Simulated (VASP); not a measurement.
Runs of VASP 6.6.1 on Ge. The structure is that of space group Im-3m (No. 229), or close to it. The cells are those of the table. 

```tsv
task	cell	k mesh	cutoff (eV)	gap on the mesh (eV)	pressure (GPa)
single point	a = 2.798 Å, angles 109.5°, 1 atom	15 × 15 × 15	520	none	6.9
relaxation of cell and atoms	relaxed from a = 2.924 Å, angles 109.5°, 1 atom	13 × 13 × 13	600	none	0.0
single point	a = 2.987 Å, angles 109.5°, 1 atom	15 × 15 × 15	520	none	-6.7
single point	a = 2.877 Å, angles 109.5°, 1 atom	13 × 13 × 13	520	none	0.1
single point	a = 2.877 Å, angles 109.5°, 1 atom	22 × 22 × 22	520	none	(c)
single point	a = 2.951 Å, angles 109.5°, 1 atom	15 × 15 × 15	520	none	-5.2
single point	a = 2.757 Å, angles 109.5°, 1 atom	15 × 15 × 15	520	none	12.2
single point	a = 2.877 Å, angles 109.5°, 1 atom	15 × 15 × 15	520	none	(a)
single point	a = 2.914 Å, angles 109.5°, 1 atom	15 × 15 × 15	520	none	-3.2
single point	a = 2.838 Å, angles 109.5°, 1 atom	15 × 15 × 15	520	none	(b)
```

Alike in all rows: level PBEsol; potentials or basis VASP PAW PBE potentials, release 64 (Ge_d); no spin polarisation; smearing fermi-dirac 0.1 eV.

Question: Fill in the values left out.

Answer: (a) -0.5; (b) 2.8; (c) -0.4.

Caveats: the PAW data sets were made with another functional, which shifts forces and pressure a little.

A k mesh can miss the band edges, and the runs leave out spin-orbit coupling on Ge.

A gap of «none» marks levels without a gap at the run's occupations.
